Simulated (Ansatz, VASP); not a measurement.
One calculation of SiO2, two programs

INCAR

```
SYSTEM = SiO2
PREC = Accurate ; ENCUT = 520
EDIFF = 1E-6 ; ISMEAR = 0
SIGMA = 0.05 ; LREAL = .False.
LASPH = .True. ; NELM = 60
ALGO = Normal ; ISIF = 2
LWAVE = .False. ; LCHARG = .False.
GGA = PE ; NBANDS = 34
```

Contents of KPOINTS:

```
regular mesh
0
Gamma
  6 6 4
  0 0 0
```

The input POSCAR:

```
SiO2
1.0
    5.2585392688      0.0000000000      0.0000000000
   -2.6292696344      4.5540285936      0.0000000000
    0.0000000000      0.0000000000      5.4174953921
Si O
3 6
Direct
    0.0000000000      0.5000000000      0.3333333333
    0.5000000000      0.5000000000      0.6666666667
    0.5000000000      0.0000000000      0.0000000000
    0.5839605948      0.7919802974      0.8333333333
    0.7919802974      0.5839605948      0.5000000000
    0.7919802974      0.2080197026      0.1666666667
    0.4160394052      0.2080197026      0.8333333333
    0.2080197026      0.4160394052      0.5000000000
    0.2080197026      0.7919802974      0.1666666667
```

Input for Ansatz:

```yaml
crystal:
  lattice:
    - [5.2585392688, 0.0, 0.0]
    - [-2.6292696344, 4.5540285936, 0.0]
    - [0.0, 0.0, 5.4174953921]
  atoms:
    - { symbol: Si, position: [0.0, 0.5, 0.3333333333] }
    - { symbol: Si, position: [0.5, 0.5, 0.6666666667] }
    - { symbol: Si, position: [0.5, 0.0, 0.0] }
    - { symbol: O, position: [0.5839605948, 0.7919802974, 0.8333333333] }
    - { symbol: O, position: [0.7919802974, 0.5839605948, 0.5] }
    - { symbol: O, position: [0.7919802974, 0.2080197026, 0.1666666667] }
    - { symbol: O, position: [0.4160394052, 0.2080197026, 0.8333333333] }
    - { symbol: O, position: [0.2080197026, 0.4160394052, 0.5] }
    - { symbol: O, position: [0.2080197026, 0.7919802974, 0.1666666667] }
basis:
  ecutwfc: 420
kpoints:
  mp_grid: { grid: [6, 6, 4] }
hamiltonian:
  xc: pbe
scf:
  occupations: { method: gaussian, width: 0.05 }
output:
  forces: true
  stress: true
  eigenvalues: true
```

Change from the starting cell: strain +0.030 along x and y, -0.030 along z, atoms carried along.

Alike in both runs: task single point; functional PBE; k mesh 6 × 6 × 4; occupations gaussian, width 0.05 eV; no spin polarisation.

|  | VASP | Ansatz |
| --- | --- | --- |
| version | VASP 6.6.1 | Ansatz 0.2.0 |
| potentials or method | VASP PAW PBE potentials, release 64 (Si, O), cutoff 520 eV | scalar-relativistic, plane waves, PAW |
| valence electrons in the cell | 48 | 48 |

|  | VASP | Ansatz | Ansatz less VASP |
| --- | --- | --- | --- |
| gap on the k mesh at the Fermi level (eV) | 5.30 | 5.31 | +0.005 |
| least direct gap on the mesh (eV) | 5.62 | 5.62 | +0.001 |
| pressure (GPa) | -4.9 | -4.9 | -0.04 |
| traceless stress, the component that is largest in VASP (GPa) | 2.80 | 2.78 | -0.025 |
| rms of the force components (eV/Å) | 0.129 | 0.123 | -0.0063 |

Atom by atom the forces differ by 0.006 eV/Å (rms over components).
